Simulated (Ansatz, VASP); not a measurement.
One calculation of CaO, two programs

The input INCAR:

```
SYSTEM = CaO
ALGO     = Normal         ! electronic algorithm
EDIFF    = 1E-6           ! SCF threshold, eV
ENCUT    = 520            ! plane-wave cutoff, eV
GGA      = PE             ! functional
ISIF     = 2              ! what is computed and relaxed
ISMEAR   = -1             ! smearing method
LASPH    = .TRUE.         ! aspherical terms in the spheres
LCHARG   = .FALSE.        ! write CHGCAR
LREAL    = .FALSE.        ! projectors in reciprocal space
LWAVE    = .FALSE.        ! write WAVECAR
NBANDS   = 15             ! bands
NELM     = 100            ! most SCF steps
PREC     = Accurate       ! precision mode
SIGMA    = 0.02           ! smearing width, eV
```

File KPOINTS:

```
k-points
0
G
  8 8 8
  0 0 0
```

File POSCAR:

```
CaO
1.0
    0.0000000000      2.6719000325      2.4842894545
    2.6719000325      0.0000000000      2.4842894545
    2.6719000325      2.6719000325      0.0000000000
Ca O
1 1
Direct
    0.0000000000      0.0000000000      0.0000000000
    0.2500000000      0.2500000000      0.2500000000
```

Input for Ansatz:

```yaml
crystal:
  lattice:
    - [0.0, 2.6719000325, 2.4842894545]
    - [2.6719000325, 0.0, 2.4842894545]
    - [2.6719000325, 2.6719000325, 0.0]
  atoms:
    - { symbol: Ca, position: [0.0, 0.0, 0.0] }
    - { symbol: O, position: [0.25, 0.25, 0.25] }
kpoints:
  mp_grid: { grid: [8, 8, 8] }
  band_path:
    path:
      - [0.0, 0.0, 0.0]
      - [-0.5, -0.5, 0.0]
      - [-0.375, -0.375, 0.25]
      - [-0.375, 0.0, 0.375]
      - [0.0, 0.0, 0.5]
      - [-0.5, -0.25, 0.25]
      - [0.0, 0.484375, 0.484375]
    npoints: 1
hamiltonian:
  xc: pbe
scf:
  occupations: { method: fermi_dirac, width: 0.02 }
  n_extra_bands: 4
output:
  forces: true
  stress: true
  eigenvalues: true
```

Change from the starting cell: epitaxial_xy strain +2.5%.

Alike in both runs: task single point; functional PBE; k mesh 8 × 8 × 8; occupations fermi-dirac, width 0.02 eV; no spin polarisation.

```csv
,VASP,Ansatz
version,VASP 6.6.1,Ansatz 0.2.0
potentials or method,"VASP PAW PBE potentials, release 64 (Ca_sv, O)","plane waves, PAW"
plane-wave cutoff (eV),520,420
valence electrons in the cell,16,16
```

|  | VASP | Ansatz | Ansatz less VASP |
| --- | --- | --- | --- |
| gap on the k mesh at the Fermi level (eV) | 3.27 | 3.28 | +0.008 |
| pressure (GPa) | 1.5 | 1.0 | -0.48 |
| traceless stress, the component that is largest in VASP (GPa) | 0.35 | 0.40 | +0.047 |
